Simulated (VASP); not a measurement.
Here is a VASP 6.6.1 calculation.

File INCAR:

```
PREC = Accurate ; ENCUT = 520
EDIFF = 1E-6 ; ISMEAR = -1
SIGMA = 0.08 ; LREAL = F
LASPH = T ; NELM = 60
ALGO = Normal ; ISIF = 2
LWAVE = F ; LCHARG = F
GGA = CA ; NBANDS = 11
```

The input KPOINTS:

```
Automatic mesh
0
Gamma
  11 11 11
```

File POSCAR:

```
Si
1.0
    0.0000000000      2.6611606000      2.7154700000
    2.6611606000      0.0000000000      2.7154700000
    2.6611606000      2.6611606000      0.0000000000
Si
2
Direct
    0.5000000000      0.5000000000      0.5000000000
    0.7500000000      0.7500000000      0.7500000000
```

Potentials or basis: VASP PAW LDA potentials, release 64 (Si).

Run with:

```sh
$ cat potpaw_LDA.64/Si/POTCAR > POTCAR
$ mpirun -np 1 vasp_std > vasp.out
```

Task: Estimate the pressure.

Result: 2.5 GPa.

Task: What does it give for the band gap on the k mesh?

Result: 0.31 eV (least direct gap 2.47 eV).

Stress tensor (GPa, compression positive):
```
3.17 0.00 0.00
0.00 3.17 0.00
0.00 0.00 1.18
```

Caveat: the cell differs from its parent crystal (equal xx and yy strain of -2 %); an odd mesh through Γ misses points on the zone boundary, where band edges can lie.
